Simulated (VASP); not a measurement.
Crystal: CdS.

```
Cd S
1.0
     0.00000    2.75324    2.75324
     2.75324    0.00000    2.75324
     2.75324    2.75324    0.00000
Cd S
1 1
Direct
  0.00000 0.00000 0.00000
  0.50000 0.50000 0.50000
```

| Quantity | Value |
| --- | --- |
| Program | VASP 6.6.1 |
| Task | relaxation of cell and atoms |
| Functional | RPBE |
| Dispersion | D4 |
| Potentials or basis | VASP PAW PBE potentials, release 64 (Cd, S) |
| Cutoff | 600 eV |
| k mesh | 8 × 8 × 8 |
| Occupations | fermi-dirac, width 0.05 eV |
| Spin | no spin polarisation |

At the start: pressure -3.6 GPa; volume 20.87 Å³/atom.

Task: Where does the relaxation end?

Result: Over 3 steps the energy falls by 12.1 meV/atom and the volume is 19.85 Å³/atom (-4.9 %); space group Fm-3m (No. 225, to 0.05 Å).

Step by step:
```
step  energy change (eV)  largest force (eV/Å)  pressure (GPa)  volume (Å³)
   1              0.0000                0.0000           -3.62        41.74
   2             -0.0206                0.0000            1.62        38.95
   3             -0.0243                0.0000            0.01        39.70
```

Final structure:
```cif
data_structure
_symmetry_space_group_name_H-M 'P 1'
_symmetry_Int_Tables_number 1
_cell_length_a 3.8291
_cell_length_b 3.8291
_cell_length_c 3.8291
_cell_angle_alpha 60.000
_cell_angle_beta 60.000
_cell_angle_gamma 60.000
_cell_volume 39.70
loop_
_atom_site_label
_atom_site_type_symbol
_atom_site_fract_x
_atom_site_fract_y
_atom_site_fract_z
_atom_site_occupancy
Cd1 Cd 0.00000 0.00000 0.00000 1
S1 S 0.50000 0.50000 0.50000 1
```

Caveat: the PAW data sets were made with another functional, which shifts forces and pressure a little.
